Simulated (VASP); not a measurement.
Input of a VASP 6.6.1 run:

Contents of INCAR:

```
ALGO = Normal ; EDIFF = 1E-6
ENCUT = 500 ; GGA_COMPAT = F
ISIF = 2 ; ISMEAR = 0
LASPH = T ; LCHARG = F
LREAL = F ; LWAVE = F
NBANDS = 16 ; NELM = 120
PREC = Accurate ; SIGMA = 0.05
```

KPOINTS

```
k-points
0
Gamma
  6 6 6
```

Contents of POSCAR:

```
HgTe
1.0
    3.6808063609      0.0000000000      0.0000000000
    0.0000000000      3.6808063609      0.0000000000
    0.0000000000      0.0000000000      3.6808063609
Hg Te
1 1
Direct
    0.0000000000      0.0000000000      0.0000000000
    0.5000000000      0.5000000000      0.5000000000
```

Potentials or basis: VASP PAW LDA potentials, release 64 (Hg, Te).

Launch:

```console
$ cat potpaw_LDA.64/Hg/POTCAR potpaw_LDA.64/Te/POTCAR > POTCAR
$ mpirun -np 1 vasp_std > vasp.out
```

Question: Estimate the band gap on the k mesh.

Answer: Zero (band 9 reaches 6.53 eV, above the bottom of band 10 at 4.53 eV).

Question: Predict the pressure.

Answer: 0.3 GPa.

Caveat: spin-orbit coupling is left out, which moves the levels of the heavy elements.
